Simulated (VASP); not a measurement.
# Al3Si8N3 in VASP: notebook

Runs on Al3Si8N3. Level: PBE. Tasks: single point.

Everything below comes from runs of VASP 6.6.1. Logs are shortened: lines on timing, memory, paths and dates and some standing lists are left out, and cuts for length are marked.

### 1 The cell of the first run

The cell holds a disordered packing, 14 atoms: a = 5.779 Å, b = 5.948 Å, c = 6.533 Å, α = 88.72°, β = 94.71°, γ = 91.30°.

### 2 Single point, PBE

INCAR

```
PREC = Accurate ; ENCUT = 520
EDIFF = 1E-6 ; ISMEAR = -1
SIGMA = 0.05 ; LREAL = False
LASPH = True ; NELM = 120
ALGO = Normal ; ISIF = 2
LWAVE = False ; LCHARG = True
GGA = PE ; LELF = True
LVHAR = True ; NBANDS = 41
ISYM = -1 ; GGA_COMPAT = False
```

KPOINTS

```
explicit points
1
Reciprocal
  0.25000000   0.25000000   0.25000000 1
```

POSCAR

```
Al3Si8N3
1.0
    5.7732050000     -0.0648510000     -0.2515370000
   -0.0648510000      5.9471390000      0.0684970000
   -0.2515370000      0.0684970000      6.5273540000
Al N Si
3 3 8
Direct
    0.5232424013      0.6378089142     -0.0030289721
    0.2273871461      0.8924260520      0.3401244629
    1.0239647765      0.6848434137      0.8833403717
    0.8307391620      0.5104261292      0.0560626830
    0.3800251082      0.3462363496      0.0732778128
    0.2639484345      0.8377847604      0.0365840515
    0.0496242207      0.1140131166      0.5980747744
    0.8512420931      0.5955311410      0.3166624310
    0.6870209087      0.9696254875      0.7117456386
    0.2211512830      0.1381101420      0.9457738312
    0.7129887381      0.9683440117      0.3379942912
    0.1923697773      0.5253988131      0.5462954628
    0.8211998022      0.1910607674      0.0344494944
    0.4508251732      0.3036085821      0.3402196257
```

Potentials or basis: VASP PAW PBE potentials, release 64 (Al, N, Si).

The run is started by

```bash
$ cat potpaw_PBE.64/Al/POTCAR potpaw_PBE.64/N/POTCAR potpaw_PBE.64/Si/POTCAR > POTCAR
$ mpirun -np 1 vasp_std > vasp.out
```

OUTCAR:

```text
PREC = Accurate
   ENCUT = 520
   EDIFF = 1E-6
   ISMEAR = -1
   LREAL = False
   LASPH = True
   NELM = 120
   ISIF = 2
   GGA = PE
   ISYM = -1

 ion  position               nearest neighbor table
   1  0.523  0.638  0.997-   4 1.95   6 1.97   5 1.98   8 2.71   9 2.88   3 2.94  14 3.01   3 3.05
                            11 3.12  13 3.19   2 3.34
   2  0.227  0.892  0.340-   6 2.05   7 2.47  12 2.55  14 2.74   8 2.77  11 2.83  10 2.93  11 3.02
                             1 3.34
   3  0.024  0.685  0.883-   6 1.87   4 1.92  12 2.68   9 2.76  10 2.93   1 2.94   1 3.05   8 3.11
                             7 3.13
   4  0.831  0.510  0.056-   8 1.78  13 1.91   3 1.92   1 1.95
   5  0.380  0.346  0.073-  10 1.71  14 1.77   1 1.98
   6  0.264  0.838  0.037-   3 1.87  10 1.88   1 1.97   2 2.05
   7  0.050  0.114  0.598-  10 2.41   9 2.41   2 2.47  12 2.59  11 2.62   3 3.13
   8  0.851  0.596  0.317-   4 1.78  11 2.38  12 2.42   1 2.71   2 2.77  14 2.87  13 3.06   3 3.11

   9  0.687  0.970  0.712-   7 2.41  11 2.46  13 2.57   3 2.76   1 2.88
  10  0.221  0.138  0.946-   5 1.71   6 1.88   7 2.41  13 2.46   3 2.93   2 2.93  14 2.98
  11  0.713  0.968  0.338-   8 2.38   9 2.46  13 2.48  14 2.53   7 2.62   2 2.83   2 3.02   1 3.12

  12  0.192  0.525  0.546-   8 2.42  14 2.51   2 2.55   7 2.59   3 2.68
  13  0.821  0.191  0.034-   4 1.91  10 2.46  11 2.48   9 2.57   8 3.06  14 3.14   1 3.19
  14  0.451  0.304  0.340-   5 1.77  12 2.51  11 2.53   2 2.74   8 2.87  10 2.98   1 3.01  13 3.14

IMPORTANT INFORMATION: All symmetrisations will be switched off!
NOSYMM: (Re-)initialisation of all symmetry stuff for point group C_1.

----------------------------------------------------------------------------------------

                                     Primitive cell

  volume of cell :     223.6819

  direct lattice vectors                    reciprocal lattice vectors
     5.773205000 -0.064851000 -0.251537000     0.173524922  0.001815417  0.006667876
    -0.064851000  5.947139000  0.068497000     0.001815417  0.168187398 -0.001694973
    -0.251537000  0.068497000  6.527354000     0.006667876 -0.001694973  0.153476174

  length of vectors
     5.779045984  5.947887001  6.532557917     0.173662474  0.168205735  0.153630301

  position of ions in fractional coordinates (direct lattice)
     0.523242401  0.637808914  0.996971028
     0.227387146  0.892426052  0.340124463
     0.023964777  0.684843414  0.883340372
     0.830739162  0.510426129  0.056062683
     0.380025108  0.346236350  0.073277813
     0.263948435  0.837784760  0.036584052
     0.049624221  0.114013117  0.598074774
     0.851242093  0.595531141  0.316662431
     0.687020909  0.969625487  0.711745639
     0.221151283  0.138110142  0.945773831
     0.712988738  0.968344012  0.337994291
     0.192369777  0.525398813  0.546295463
     0.821199802  0.191060767  0.034449494
     0.450825173  0.303608582  0.340219626

  ion indices of the primitive-cell ions
   primitive index   ion index
                 1           1
                 2           2
                 3           3
                 4           4
                 5           5
                 6           6
                 7           7
                 8           8
                 9           9
                10          10
                11          11
                12          12
                13          13
                14          14

----------------------------------------------------------------------------------------

 KPOINTS: explicit points

Read explicit list of k-points.

 Found      1 k-points:

 Following reciprocal coordinates:
            Coordinates               Weight
  0.250000  0.250000  0.250000      1.000000
   k-points           NKPTS =      1   k-points in BZ     NKDIM =      1   number of bands    NBANDS=     41
   number of dos      NEDOS =    301   number of ions     NIONS =     14
   total plane-waves  NPLWV = 115200
   dimension x,y,z NGX =    48 NGY =   48 NGZ =   50
   dimension x,y,z NGXF=    96 NGYF=   96 NGZF=  100
   ions per type =               3   3   8
   NGX,Y,Z   is equivalent  to a cutoff of  13.81, 13.42, 12.72 a.u.
   NGXF,Y,Z  is equivalent  to a cutoff of  27.62, 26.83, 25.45 a.u.
 SYSTEM =  unknown system
   PREC   = accura    normal or accurate (medium, high low for compatibility)
   ISTART =      0    job   : 0-new  1-cont  2-samecut
   ICHARG =      2    charge: 1-file 2-atom 10-const
   ISPIN  =      1    spin polarized calculation?
   LNONCOLLINEAR =      F non collinear calculations
   LSORBIT =      F    spin-orbit coupling
   LASPH  =      T    aspherical Exc in radial PAW
   ENCUT  =  520.0 eV  38.22 Ry    6.18 a.u.  10.75 11.06 12.15*2*pi/ulx,y,z
   NELM   =    120;   NELMIN=  2; NELMDL= -5     # of ELM steps
   EDIFF  = 0.1E-05   stopping-criterion for ELM
   LREAL  =      F    real-space projection
   EDIFFG = 0.1E-04   stopping-criterion for IOM
   NSW    =      0    number of steps for IOM
   IBRION =     -1    ionic relax: 0-MD 1-quasi-New 2-CG
   NFREE  =      0    steps in history (QN), initial steepest desc. (CG)
   ISIF   =      2    stress and relaxation
   ISYM   =     -1    0-nonsym 1-usesym 2-fastsym
   POTIM  = 0.5000    time-step for ionic-motion
   TEBEG  =    0.0;   TEEND  =   0.0 temperature during run
   PSTRESS=    0.0 pullay stress
   NELECT =      56.0000    total number of electrons
   NUPDOWN=      -1.0000    fix difference up-down
   EMIN   =  10.00;   EMAX   =-10.00  energy-range for DOS
   EFERMI =   0.00;   METHOD = LEGACY
   ISMEAR =    -1;   SIGMA  =   0.05  broadening in eV -4-tet -1-fermi 0-gaus
   EFERMI_NEDOS =   21; number of points for ismear=-14 and -15
   IALGO  =     38    algorithm
   IMIX   =      4    mixing-type and parameters
     AMIX     =   0.40;   BMIX     =  1.00
     AMIX_MAG =   1.60;   BMIX_MAG =  1.00
  volume/ion in A,a.u.               =      15.98       107.82
  Fermi-wavevector in a.u.,A,eV,Ry     =   1.031796  1.949812 14.484805  1.064603
  Thomas-Fermi vector in A             =   2.165962
   LORBIT       =      0    0 simple, 1 ext, 2 COOP (PROOUT), +10 PAW based schemes
   GGA     = PE    functional components
   LHFCALC =     F    Hartree Fock is set to
   AEXX    =    0.0000 exact exchange contribution
   IVDW    =     0    specifies the selected vdW correction
   LEPSILON=     F    determine dielectric tensor
   LRPA    =     F    only Hartree local field effects (RPA)
 non-spin polarized calculation
  energy-cutoff  :      520.00
  volume of cell :      223.68
 maximum number of plane-waves:      6017
 NGX is ok and might be reduce to    42
   NGX = 21   NGY = 23   NGZ = 25

 number of electron      56.0000003 magnetization

 Free energy of the ion-electron system (eV)
  ---------------------------------------------------
  ext. energy  EPLUGINS =         0.00000000
  ---------------------------------------------------
  free energy    TOTEN  =       -81.29499393 eV

  energy without entropy =      -81.29495440  energy(sigma->0) =      -81.29497417

 E-fermi :   7.0225     XC(G=0):  -9.9879

 val. band max:        6.4716589955   @ k =   0.2500   0.2500   0.2500
 cond. band min:       7.5732870447   @ k =   0.2500   0.2500   0.2500
 fundamental gap:      1.1016280492
 Fermi energy:         7.0225048142

 k-point     1 :       0.2500    0.2500    0.2500
  band No.  band energies     occupation
      1     -10.2804      2.00000
      2      -9.5538      2.00000
      3      -8.7862      2.00000
      4      -4.4110      2.00000
      5      -2.8531      2.00000
      6      -2.4273      2.00000
      7      -1.9635      2.00000
      8      -1.8518      2.00000
      9      -0.9035      2.00000
     10      -0.3056      2.00000
     11       0.2081      2.00000
     12       0.4484      2.00000
     13       0.9089      2.00000
     14       1.4253      2.00000
     15       1.5622      2.00000
     16       2.2016      2.00000
     17       2.2870      2.00000
     18       2.7187      2.00000
     19       3.0711      2.00000
     20       3.4565      2.00000
     21       3.7291      2.00000
     22       4.1635      2.00000
     23       4.2813      2.00000
     24       4.7056      2.00000
     25       4.9944      2.00000
     26       5.5020      2.00000
     27       6.1408      2.00000
     28       6.4717      1.99997
     29       7.5733      0.00003
     30       8.0597      0.00000
     31       8.2422      0.00000
     32       8.8594      0.00000
     33       8.9163      0.00000
     34       9.4077      0.00000
     35       9.5910      0.00000
     36       9.9759      0.00000
     37      10.2485      0.00000
     38      10.5054      0.00000
     39      10.8379      0.00000
     40      11.0976      0.00000
 [bands above 40 left out]

------------------------ aborting loop because EDIFF is reached ----------------------------------------

  FORCE on cell =-STRESS in cart. coord.  units (eV):
  Direction    XX          YY          ZZ          XY          YZ          ZX
  --------------------------------------------------------------------------------------
  -------------------------------------------------------------------------------------
  Total       -2.3930580    -10.1469989     -3.5898946     -4.9136736      0.1136023      3.6946095
  in kB      -17.1408716    -72.6803972    -25.7135105    -35.1954065      0.8137048     26.4635575
  external PRESSURE =     -38.5115931 kB  Pullay stress =       0.0000000 kB

 VOLUME and BASIS-vectors are now :
 -----------------------------------------------------------------------------
  energy-cutoff  :      520.00
  volume of cell :      223.68
      direct lattice vectors                 reciprocal lattice vectors
     5.773205000 -0.064851000 -0.251537000     0.173524922  0.001815417  0.006667876
    -0.064851000  5.947139000  0.068497000     0.001815417  0.168187398 -0.001694973
    -0.251537000  0.068497000  6.527354000     0.006667876 -0.001694973  0.153476174

 POSITION                                       TOTAL-FORCE (eV/Angst)
 -----------------------------------------------------------------------------------
      2.72865      3.82749      6.41966        -1.051362     -0.109377     -0.414340
      1.16932      5.31593      2.22405         0.859407     -0.333460     -0.781255
     -0.12825      4.13181      5.80676        -0.448073      0.033287     -0.880098
      4.74882      2.98554      0.19194         0.720729     -0.891579     -0.034614
      2.15308      2.03949      0.40644        -0.107767      0.687718     -0.528827
      1.46029      4.96781      0.22979         0.233626      1.052469      0.651723
      0.12866      0.71580      3.89917         0.835219      0.295755      1.058955
      4.79612      3.50819      1.89364        -0.360586     -0.259547      0.531727
      3.72440      5.77070      4.53942        -0.084437      0.183985      0.811008
      1.02990      0.87180      6.12723        -0.211194     -0.659442     -0.544716
      3.96841      5.73579      2.09319        -0.545617      0.234592      0.198330
      0.93910      3.14956      3.55346        -0.130283     -0.298694      0.076661
      4.71990      1.08537      0.03139        -0.050457      0.320009     -0.863713
      2.49744      1.79967      2.12813         0.340795     -0.255716      0.719159
 -----------------------------------------------------------------------------------
    total drift:                               -0.000527      0.000430     -0.000114

  FREE ENERGIE OF THE ION-ELECTRON SYSTEM (eV)
  ---------------------------------------------------
  free  energy   TOTEN  =       -81.2949939325 eV

  energy  without entropy=      -81.2949543998  energy(sigma->0) =      -81.29497417
```

It took 50 s on 1 thread of AMD EPYC 7R43 (Zen 3), shared host; peak memory 0.29 GiB.

What came out:

```yaml
Free_energy: -81.2950 eV
Pressure: -3.9 GPa
Largest_force: 1.381 eV/Å
```

Forces on the atoms (eV/Å):
```
Al  -1.051 -0.109 -0.414
Al   0.859 -0.333 -0.781
Al  -0.448  0.033 -0.880
N    0.721 -0.892 -0.035
N   -0.108  0.688 -0.529
N    0.234  1.052  0.652
Si   0.835  0.296  1.059
Si  -0.361 -0.260  0.532
Si  -0.084  0.184  0.811
Si  -0.211 -0.659 -0.545
Si  -0.546  0.235  0.198
Si  -0.130 -0.299  0.077
Si  -0.050  0.320 -0.864
Si   0.341 -0.256  0.719
```

Stress tensor (GPa, compression positive):
```
-1.71 -3.52  2.65
-3.52 -7.27  0.08
 2.65  0.08 -2.57
```

Levels at points of the mesh, in eV from the Fermi level:
```csv
k point,band 24,band 25,band 26,band 27,band 28,band 29,band 30,band 31,band 32,band 33
"(0.25, 0.25, 0.25)",-2.32,-2.03,-1.52,-0.88,-0.55,0.55,1.04,1.22,1.84,1.89
```

Caveat: the atoms stand as in a frame of molecular dynamics.

### 3 Single point, PBE

INCAR

```
PREC     = Accurate       # precision mode
ENCUT    = 520            # plane-wave cutoff, eV
EDIFF    = 1E-6           # SCF threshold, eV
ISMEAR   = -1             # smearing method
SIGMA    = 0.05           # smearing width, eV
LREAL    = F              # projectors in reciprocal space
LASPH    = T              # aspherical terms in the spheres
NELM     = 120            # most SCF steps
ALGO     = Normal         # electronic algorithm
ISIF     = 2              # what is computed and relaxed
LWAVE    = F              # write WAVECAR
LCHARG   = T              # write CHGCAR
GGA      = PE             # functional
LELF     = T              # ELF
LVHAR    = T            
NBANDS   = 41             # bands
ISYM     = -1           
GGA_COMPAT= F
```

KPOINTS is that of step 2.

POSCAR

```
Al3Si8N3
1.0
    5.7732050000     -0.0648510000     -0.2515370000
   -0.0648510000      5.9471390000      0.0684970000
   -0.2515370000      0.0684970000      6.5273540000
Al N Si
3 3 8
Direct
    0.4480107166      0.6369754476     -0.0611352832
    0.2774733735      0.8873983571      0.3360738049
    0.9534403787      0.7301327810      0.8881910844
    0.7600320683      0.5328117098      0.0522291548
    0.3283896113      0.3534118226      0.0406756686
    0.2140667194      0.8568677069      0.0402657544
    0.0652677352      0.1223248991      0.5934201457
    0.7824138858      0.6343219089      0.3170322758
    0.6069315494      0.9712586558      0.7392716003
    0.1461718717      0.1468113665      0.9477902525
    0.6948498747      1.0230186338      0.3490619240
    0.1284945975      0.5389582342      0.5383369928
    0.7551704003      0.2134519083      0.0276419023
    0.4059633226      0.3523401880      0.3286867160
```

Potentials or basis: VASP PAW PBE potentials, release 64 (Al, N, Si).

The run is started by

```bash
$ cat potpaw_PBE.64/Al/POTCAR potpaw_PBE.64/N/POTCAR potpaw_PBE.64/Si/POTCAR > POTCAR
$ mpirun -np 1 vasp_std > vasp.out
```

Run time: 38 s. Hardware: 1 thread of AMD EPYC 7R43 (Zen 3), shared host; peak memory 0.29 GiB.

Results (log left out):

| Quantity | Value |
| --- | --- |
| Free energy | -81.6988 eV |
| Pressure | -5.5 GPa |
| Largest force | 1.897 eV/Å |

Forces in eV/Å, atoms in the order of the input:
```
Al  -0.519 -0.399  0.154
Al  -0.102  0.179  0.045
Al  -0.579 -0.572 -0.214
N    0.614 -0.148 -0.039
N    0.680  0.907  1.521
N    0.279  0.365  0.206
Si   0.345 -0.155 -0.604
Si  -0.276 -0.662 -0.504
Si   0.365  0.605 -0.619
Si  -0.356 -0.279  0.320
Si  -0.121  0.263  0.645
Si  -0.432  0.114 -0.061
Si   0.207  0.453 -0.353
Si  -0.106 -0.670 -0.497
```

Stress tensor (GPa, compression positive):
```
-2.83 -2.04 -0.28
-2.04 -6.95 -1.17
-0.28 -1.17 -6.67
```

Levels at points of the mesh, in eV from the Fermi level:
| k point | band 26 | band 27 | band 28 | band 29 | band 30 | band 31 |
| --- | --- | --- | --- | --- | --- | --- |
| (0.25, 0.25, 0.25) | -1.52 | -1.16 | -0.67 | 0.67 | 0.82 | 0.98 |

Caveat: the atoms stand as in a frame of molecular dynamics.
